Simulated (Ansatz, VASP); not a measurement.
HC19O in VASP and in Ansatz

```
C H O
1.0
     7.39800    0.00000    0.00000
    -3.69900    6.40686    0.00000
     0.00000    0.00000   12.00000
C H O
19 1 1
Direct
  0.98914 0.99020 0.08012
  0.21593 0.10408 0.09371
  0.99376 0.32615 0.08110
  0.21700 0.43860 0.08007
  0.99388 0.65983 0.08070
  0.21682 0.77128 0.07991
  0.32865 0.99137 0.08062
  0.54877 0.10325 0.07936
  0.32956 0.33025 0.08066
  0.54999 0.43809 0.07937
  0.32769 0.66018 0.07841
  0.54930 0.77052 0.07752
  0.65963 0.99228 0.07777
  0.88089 0.10308 0.07925
  0.66023 0.32605 0.08026
  0.88261 0.43727 0.08096
  0.66007 0.65960 0.07781
  0.88141 0.76944 0.07915
  0.17200 0.10826 0.23589
  0.10938 0.21579 0.24880
  0.20902 0.01279 0.30106
```

Alike in both runs: functional LDA; k mesh 2 × 2 × 1; occupations gaussian, width 0.02 eV; collinear spin.

Ansatz relaxed the structure, and its values are those at the end. VASP's run is a single point on that final structure, the one shown.

|  | VASP | Ansatz |
| --- | --- | --- |
| version | VASP 6.6.1 | Ansatz 0.2.0 |
| potentials or method | VASP PAW LDA potentials, release 64 (C, H, O), cutoff 520 eV | scalar-relativistic, plane waves, PAW |
| valence electrons in the cell | 83 | 83 |

|  | VASP | Ansatz | Ansatz less VASP |
| --- | --- | --- | --- |
| rms of the force components (eV/Å) | 0.144 | 0.006 | -0.1379 |
| net moment per atom (μB) | 0.00 | 0.00 | 0.000 |

LDA's correlation is that of Perdew and Zunger in VASP and of Perdew and Wang (1992) in Ansatz. One of these differences is far larger than is usual between the two programs; its cause wasn't traced. Ansatz's warnings: filled band counts differ across k points, seeded moment not kept.

The k mesh is coarse, so the values compare programs but aren't converged. Noted on VASP's run: the standard files for N, O and F lose accuracy on very short bonds.
